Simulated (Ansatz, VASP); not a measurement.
# One calculation of GaN, two programs

The input INCAR:

```
ALGO = Normal
EDIFF = 1E-7
ENCUT = 520
GGA = PE
ISIF = 2
ISMEAR = 0
LASPH = True
LCHARG = True
LELF = True
LREAL = False
LVHAR = True
LWAVE = False
NBANDS = 26
NELM = 100
PREC = Accurate
SIGMA = 0.02
```

File KPOINTS:

```
k-points
0
Gamma
  12 12 6
```

The input POSCAR:

```
GaN
1.0
    3.2183708151      0.0000000000      0.0000000000
   -1.6091854076      2.7871908846      0.0000000000
    0.0000000000      0.0000000000      5.2431684177
Ga N
2 2
Direct
    0.6666666667      0.3333333333      0.4991348631
    0.3333333333      0.6666666667      0.9991348631
    0.6666666667      0.3333333333      0.8758651369
    0.3333333333      0.6666666667      0.3758651369
```

Input for Ansatz:

```yaml
crystal:
  lattice:
    - [3.2183708151, 0.0, 0.0]
    - [-1.6091854076, 2.7871908846, 0.0]
    - [0.0, 0.0, 5.2431684177]
  atoms:
    - { symbol: Ga, position: [0.6666666667, 0.3333333333, 0.4991348631] }
    - { symbol: Ga, position: [0.3333333333, 0.6666666667, 0.9991348631] }
    - { symbol: "N", position: [0.6666666667, 0.3333333333, 0.8758651369] }
    - { symbol: "N", position: [0.3333333333, 0.6666666667, 0.3758651369] }
basis:
  ecutwfc: 420
kpoints:
  mp_grid: { grid: [12, 12, 6] }
  band_path: { path: [VBM, CBM], npoints: 2 }
hamiltonian:
  xc: pbe
scf:
  occupations: { method: gaussian, width: 0.02 }
output:
  forces: true
  stress: true
  eigenvalues: true
checkpoint:
  read: start.run
  write: ck
  compress: false
  write_wavefunctions: false
  write_every: 100000
```

Alike in both runs: task single point; functional PBE; k mesh 12 × 12 × 6; occupations gaussian, width 0.02 eV; no spin polarisation.

```csv
,VASP,Ansatz
version,VASP 6.6.1,Ansatz 0.2.0
potentials or method,"VASP PAW PBE potentials, release 64 (Ga_d, N), cutoff 520 eV","scalar-relativistic, plane waves, PAW"
valence electrons in the cell,36,36
```

```csv
,VASP,Ansatz,Ansatz less VASP
gap on the k mesh at the Fermi level (eV),1.72,1.71,-0.005
least direct gap on the mesh (eV),1.72,1.71,-0.005
pressure (GPa),0.1,0.0,-0.11
```
